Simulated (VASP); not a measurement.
InP: single point with PBE

The system is InP.

```
CELL_PARAMETERS angstrom
0.00000 2.91928 2.69391
2.91928 0.00000 2.69391
2.91928 2.91928 0.00000
ATOMIC_POSITIONS crystal
In 0.00000 0.00000 0.00000
P 0.50000 0.50000 0.50000
```

This cell differs from its parent crystal: volume 22.958 Å^3 an atom, c/a of the conventional cell 0.9228.

```
Program             : VASP 6.6.1
Task                : single point
Functional          : PBE
Potentials or basis : VASP PAW PBE potentials, release 64 (In_d, P)
Cutoff              : 520 eV
k mesh              : 20 × 20 × 20
Occupations         : gaussian, width 0.15 eV
Spin                : no spin polarisation
```

| Quantity | Value |
| --- | --- |
| Pressure | -3.9 GPa |
| Band gap on the k mesh | zero (band 9 reaches 6.37 eV, above the bottom of band 10 at 3.82 eV) |

Stress tensor (GPa, compression positive):
```
-6.21  0.00  0.00
 0.00 -6.21  0.00
 0.00  0.00  0.65
```

Levels at points of the mesh, in eV from the Fermi level:
```
           k point  band 5  band 6  band 7  band 8  band 9  band 10  band 11  band 12  band 13  band 14
(0.00, 0.00, 0.00)  -14.13  -11.47   -0.75   -0.02    0.00     0.00     6.94     6.94     7.27     7.27
(0.50, 0.00, 0.00)  -14.08   -9.67   -6.26   -0.03    0.23     2.28     3.11     3.94     4.75    10.62
(0.50, 0.50, 0.00)  -14.06   -8.38   -4.51   -2.96   -2.30    -2.30     3.78     8.96     8.96     9.94
(0.50, 0.00, 0.50)  -14.05   -8.98   -4.48   -2.44   -2.31    -1.54     4.14     8.24     9.20    10.52
```

Wall time 2.6 min on 1 thread of Intel(R) Xeon(R) 6975P-C (Granite Rapids), with other jobs on the host, peak memory 0.54 GiB.

Caveat: spin-orbit coupling is left out, which moves the levels of the heavy elements.
